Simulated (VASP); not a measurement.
# GaCuP (P4/mmm) in VASP: a series of runs

Runs on GaCuP. Level: PBE. Tasks: single point, relaxation of cell and atoms.

Everything below comes from runs of VASP 6.6.1. Logs are shortened: lines on timing, memory, paths and dates and some standing lists are left out, and cuts for length are marked.

## Step 1: The cell of the first run

It takes space group P4/mmm (No. 123, tetragonal). The conventional cell has a = 3.587 Å, b = 3.587 Å, c = 4.376 Å, α = 90.00°, β = 90.00°, γ = 90.00°. Ga (site symmetry 4/mmm) has 4 Cu at 2.54 Å within 3.3 Å. Within 2.9 Å of Cu (site symmetry 4/mmm) lie 2 P at 2.19 Å and 4 Ga at 2.54 Å. P (site symmetry 4/mmm) has 2 Cu at 2.19 Å within 2.9 Å.

## Step 2: Single point, PBE

INCAR

```
SYSTEM = GaCuP
PREC     = Accurate       ! precision mode
ENCUT    = 600            ! plane-wave cutoff, eV
EDIFF    = 1E-6           ! SCF threshold, eV
ISMEAR   = 0              ! smearing method
SIGMA    = 0.1            ! smearing width, eV
LREAL    = .False.        ! projectors in reciprocal space
LASPH    = .True.         ! aspherical terms in the spheres
NELM     = 120            ! most SCF steps
ALGO     = Normal         ! electronic algorithm
ISIF     = 2              ! what is computed and relaxed
LWAVE    = .False.        ! write WAVECAR
LCHARG   = .False.        ! write CHGCAR
GGA      = PE             ! functional
NBANDS   = 22             ! bands
GGA_COMPAT= .False.
```

KPOINTS

```
regular mesh
0
Gamma
  6 6 4
  0 0 0
```

POSCAR

```
GaCuP
1.0
    3.5872867353      0.0000000000      0.0000000000
    0.0000000000      3.5872867353      0.0000000000
    0.0000000000      0.0000000000      4.3758127693
Ga Cu P
1 1 1
Direct
    0.0000000000      0.0000000000      0.5000000000
    0.5000000000      0.5000000000      0.5000000000
    0.5000000000      0.5000000000      0.0000000000
```

Potentials or basis: VASP PAW PBE potentials, release 64 (Ga_d, Cu, P).

Launch:

```
> cat potpaw_PBE.64/Ga_d/POTCAR potpaw_PBE.64/Cu/POTCAR potpaw_PBE.64/P/POTCAR > POTCAR
> mpirun -np 1 vasp_std > vasp.out
```

OUTCAR:

```text
SYSTEM = GaCuP
   PREC = Accurate
   ENCUT = 600
   EDIFF = 1E-6
   ISMEAR = 0
   LREAL = .False.
   LASPH = .True.
   NELM = 120
   ISIF = 2
   GGA = PE

 ion  position               nearest neighbor table
   1  0.000  0.000  0.500-   2 2.54   2 2.54   2 2.54   2 2.54
   2  0.500  0.500  0.500-   3 2.19   3 2.19   1 2.54   1 2.54   1 2.54   1 2.54
   3  0.500  0.500  0.000-   2 2.19   2 2.19

  LATTYP: Found a simple tetragonal cell.
 ALAT       =     3.5872867353
 C/A-ratio  =     1.2198112647

  Lattice vectors:

 A1 = (   3.5872867353,   0.0000000000,   0.0000000000)
 A2 = (   0.0000000000,   3.5872867353,   0.0000000000)
 A3 = (   0.0000000000,   0.0000000000,   4.3758127693)

Analysis of symmetry for initial positions (statically):
=====================================================================
 Subroutine PRICEL returns:
 Original cell was already a primitive cell.

 Routine SETGRP: Setting up the symmetry group for a
 simple tetragonal supercell.

 Subroutine GETGRP returns: Found 16 space group operations
 (whereof 16 operations were pure point group operations)
 out of a pool of 16 trial point group operations.

The static configuration has the point symmetry D_4h.

Analysis of symmetry for dynamics (positions and initial velocities):
=====================================================================
 Subroutine PRICEL returns:
 Original cell was already a primitive cell.

 Routine SETGRP: Setting up the symmetry group for a
 simple tetragonal supercell.

 Subroutine GETGRP returns: Found 16 space group operations
 (whereof 16 operations were pure point group operations)
 out of a pool of 16 trial point group operations.

The dynamic configuration has the point symmetry D_4h.

 Subroutine INISYM returns: Found 16 space group operations
 (whereof 16 operations are pure point group operations),
 and found     1 'primitive' translations

----------------------------------------------------------------------------------------

                                     Primitive cell

  volume of cell :      56.3107

  direct lattice vectors                    reciprocal lattice vectors
     3.587286735  0.000000000  0.000000000     0.278762216  0.000000000  0.000000000
     0.000000000  3.587286735  0.000000000     0.000000000  0.278762216  0.000000000
     0.000000000  0.000000000  4.375812769     0.000000000  0.000000000  0.228528973
[... 78 lines left out ...]
   ISTART =      0    job   : 0-new  1-cont  2-samecut
   ICHARG =      2    charge: 1-file 2-atom 10-const
   ISPIN  =      1    spin polarized calculation?
   LNONCOLLINEAR =      F non collinear calculations
   LSORBIT =      F    spin-orbit coupling
   LASPH  =      T    aspherical Exc in radial PAW
   ENCUT  =  600.0 eV  44.10 Ry    6.64 a.u.   7.16  7.16  8.74*2*pi/ulx,y,z
   NELM   =    120;   NELMIN=  2; NELMDL= -5     # of ELM steps
   EDIFF  = 0.1E-05   stopping-criterion for ELM
   LREAL  =      F    real-space projection
   EDIFFG = 0.1E-04   stopping-criterion for IOM
   NSW    =      0    number of steps for IOM
   IBRION =     -1    ionic relax: 0-MD 1-quasi-New 2-CG
   NFREE  =      0    steps in history (QN), initial steepest desc. (CG)
   ISIF   =      2    stress and relaxation
   ISYM   =      2    0-nonsym 1-usesym 2-fastsym
   POTIM  = 0.5000    time-step for ionic-motion
   TEBEG  =    0.0;   TEEND  =   0.0 temperature during run
   PSTRESS=    0.0 pullay stress
   NELECT =      29.0000    total number of electrons
   NUPDOWN=      -1.0000    fix difference up-down
   EMIN   =  10.00;   EMAX   =-10.00  energy-range for DOS
   EFERMI =   0.00;   METHOD = LEGACY
   ISMEAR =     0;   SIGMA  =   0.10  broadening in eV -4-tet -1-fermi 0-gaus
   EFERMI_NEDOS =   21; number of points for ismear=-14 and -15
   IALGO  =     38    algorithm
   IMIX   =      4    mixing-type and parameters
     AMIX     =   0.40;   BMIX     =  1.00
     AMIX_MAG =   1.60;   BMIX_MAG =  1.00
  volume/ion in A,a.u.               =      18.77       126.67
  Fermi-wavevector in a.u.,A,eV,Ry     =   1.312232  2.479758 23.428580  1.721952
  Thomas-Fermi vector in A             =   2.442638
   LORBIT       =      0    0 simple, 1 ext, 2 COOP (PROOUT), +10 PAW based schemes
   GGA     = PE    functional components
   LHFCALC =     F    Hartree Fock is set to
   AEXX    =    0.0000 exact exchange contribution
   IVDW    =     0    specifies the selected vdW correction
   LEPSILON=     F    determine dielectric tensor
   LRPA    =     F    only Hartree local field effects (RPA)
 non-spin polarized calculation
 Gauss-broadening in eV      SIGMA  =   0.10
  energy-cutoff  :      600.00
  volume of cell :       56.31
 maximum number of plane-waves:      1912
 NGX is ok and might be reduce to    30
   NGX = 15   NGY = 15   NGZ = 17

 number of electron      29.0000007 magnetization

 Free energy of the ion-electron system (eV)
  ---------------------------------------------------
  ext. energy  EPLUGINS =         0.00000000
  ---------------------------------------------------
  free energy    TOTEN  =       -10.87856199 eV

  energy without entropy =      -10.87519340  energy(sigma->0) =      -10.87687770

 E-fermi :   4.8505     XC(G=0): -10.3615

 val. band max:        4.8309883068   @ k =   0.5000   0.1667   0.2500
 cond. band min:       4.9843375351   @ k =   0.0000   0.0000   0.2500
 fundamental gap:      0.1533492283
 Fermi energy:         4.8504721088

 k-point     1 :       0.0000    0.0000    0.0000
  band No.  band energies     occupation
      1      -9.8987      2.00000
      2      -9.8594      2.00000
      3      -9.8554      2.00000
      4      -9.8271      2.00000
      5      -9.8271      2.00000
      6      -6.7575      2.00000
[... 589 lines left out ...]
     21      12.5072      0.00000
     22      13.8013      0.00000

 [... further k-points ...]
[... 5 lines left out ...]
  --------------------------------------------------------------------------------------
  -------------------------------------------------------------------------------------
  Total        0.0894373      0.0894373      0.1505179      0.0000000      0.0000000     -0.0000000
  in kB        2.5447117      2.5447117      4.2826019      0.0000000      0.0000000     -0.0000000
  external PRESSURE =       3.1240084 kB  Pullay stress =       0.0000000 kB

 VOLUME and BASIS-vectors are now :
 -----------------------------------------------------------------------------
  energy-cutoff  :      600.00
  volume of cell :       56.31
      direct lattice vectors                 reciprocal lattice vectors
     3.587286735  0.000000000  0.000000000     0.278762216  0.000000000  0.000000000
     0.000000000  3.587286735  0.000000000     0.000000000  0.278762216  0.000000000
     0.000000000  0.000000000  4.375812769     0.000000000  0.000000000  0.228528973

 POSITION                                       TOTAL-FORCE (eV/Angst)
 -----------------------------------------------------------------------------------
      0.00000      0.00000      2.18791         0.000000      0.000000      0.000000
      1.79364      1.79364      2.18791         0.000000      0.000000      0.000000
      1.79364      1.79364      0.00000         0.000000      0.000000      0.000000
 -----------------------------------------------------------------------------------
    total drift:                                0.000000      0.000000      0.000000

  FREE ENERGIE OF THE ION-ELECTRON SYSTEM (eV)
  ---------------------------------------------------
  free  energy   TOTEN  =       -10.8785619882 eV

  energy  without entropy=      -10.8751934041  energy(sigma->0) =      -10.87687770
```

Run time: 20 s. Hardware: 1 thread of Intel Xeon 6975P-C (Granite Rapids), shared host; peak memory 0.21 GiB.

Results:

- Free energy: -10.8786 eV
- Pressure: 0.3 GPa

Levels at points of the mesh, in eV from the Fermi level:
```csv
k point,band 13,band 14,band 15,band 16,band 17,band 18
"(0.00, 0.00, 0.00)",-2.13,-0.46,-0.46,3.54,4.93,4.93
"(0.50, 0.00, 0.00)",-2.45,-0.29,-0.27,0.61,2.79,5.41
"(0.50, 0.50, 0.00)",-3.19,-1.89,-1.50,1.93,1.93,2.91
"(0.00, 0.00, 0.50)",1.16,1.16,2.05,2.13,2.45,2.45
"(0.50, 0.00, 0.50)",-3.13,-1.92,1.62,4.98,5.42,6.14
"(0.50, 0.50, 0.50)",-1.83,-1.83,-1.12,-1.01,-1.01,1.08
```

## Step 3: Relaxation of cell and atoms, PBE

This run uses another cell than the first one, of 18.20 Å³/atom, 0.970 times its volume.

INCAR

```
SYSTEM = GaCuP
  ALGO = Normal
  EDIFF = 1E-7
  EDIFFG = -0.04
  ENCUT = 600
  GGA = PE
  GGA_COMPAT = .False.
  IBRION = 2
  ISIF = 3
  ISMEAR = 0
  LASPH = .True.
  LCHARG = .False.
  LREAL = .False.
  LWAVE = .False.
  NELM = 120
  NELMIN = 4
  NSW = 90
  PREC = Accurate
  SIGMA = 0.1
```

KPOINTS

```
k-points
0
Gamma
  6 6 4
  0 0 0
```

POSCAR

```
GaCuP
1.0
    3.4352814513      0.0000000000      0.0000000000
    0.0000000000      3.4352814513      0.0000000000
    0.0000000000      0.0000000000      4.6276471929
Ga Cu P
1 1 1
Direct
    0.0000000000      0.0000000000      0.5000000000
    0.5000000000      0.5000000000      0.5000000000
    0.5000000000      0.5000000000      0.0000000000
```

Potentials or basis: VASP PAW PBE potentials, release 64 (Ga_d, Cu, P).

Launch:

```
> cat potpaw_PBE.64/Ga_d/POTCAR potpaw_PBE.64/Cu/POTCAR potpaw_PBE.64/P/POTCAR > POTCAR
> mpirun -np 1 vasp_std > vasp.out
```

Run time: 66 s. Hardware: 1 thread of Intel Xeon 6975P-C (Granite Rapids), shared host; peak memory 0.21 GiB.

Results (log left out):

```
Free energy                            : -10.8784 eV
Relaxed volume                         : 18.83 Å³/atom
Relaxed cell                           : a = 3.590 Å, b = 3.590 Å, c = 4.384 Å, α = 90.00°, β = 90.00°, γ = 90.00°
Space group after relaxing (to 0.05 Å) : P4/mmm (No. 123)
Energy gained by relaxing              : 48.3 meV/atom
Ionic steps                            : 6
Pressure after relaxing                : 0.0 GPa
```

Stress tensor (GPa, compression positive):
```
 0.04  0.00  0.00
 0.00  0.04  0.00
 0.00  0.00 -0.23
```

Step by step:
| step | energy change (eV) | largest force (eV/Å) | pressure (GPa) | volume (Å³) |
| --- | --- | --- | --- | --- |
| 1 | 0.0000 | 0.0000 | 0.20 | 54.61 |
| 2 | -0.1165 | 0.0000 | 1.14 | 54.73 |
| 3 | -0.1343 | 0.0000 | 2.09 | 54.73 |
| 4 | -0.1344 | 0.0000 | 1.98 | 54.73 |
| 5 | -0.1447 | 0.0000 | -0.29 | 56.74 |
| 6 | -0.1449 | 0.0000 | -0.05 | 56.49 |

Final structure:
```
CELL_PARAMETERS angstrom
3.58963 0.00000 0.00000
0.00000 3.58963 0.00000
0.00000 0.00000 4.38439
ATOMIC_POSITIONS crystal
Ga 0.00000 0.00000 0.50000
Cu 0.50000 0.50000 0.50000
P 0.50000 0.50000 0.00000
```

Levels at points of the mesh, in eV from the Fermi level:
| k point | band 12 | band 13 | band 14 | band 15 | band 16 | band 17 | band 18 |
| --- | --- | --- | --- | --- | --- | --- | --- |
| (0.00, 0.00, 0.00) | -3.42 | -2.14 | -0.45 | -0.45 | 3.54 | 4.91 | 4.91 |
| (0.50, 0.00, 0.00) | -3.27 | -2.45 | -0.31 | -0.29 | 0.61 | 2.78 | 5.41 |
| (0.50, 0.50, 0.00) | -3.22 | -3.18 | -1.89 | -1.50 | 1.91 | 1.91 | 2.87 |
| (0.00, 0.00, 0.50) | -3.42 | 1.16 | 1.16 | 2.03 | 2.12 | 2.45 | 2.45 |
| (0.50, 0.00, 0.50) | -3.82 | -3.12 | -1.92 | 1.61 | 4.95 | 5.41 | 6.13 |
| (0.50, 0.50, 0.50) | -2.09 | -1.83 | -1.83 | -1.13 | -1.01 | -1.01 | 1.09 |
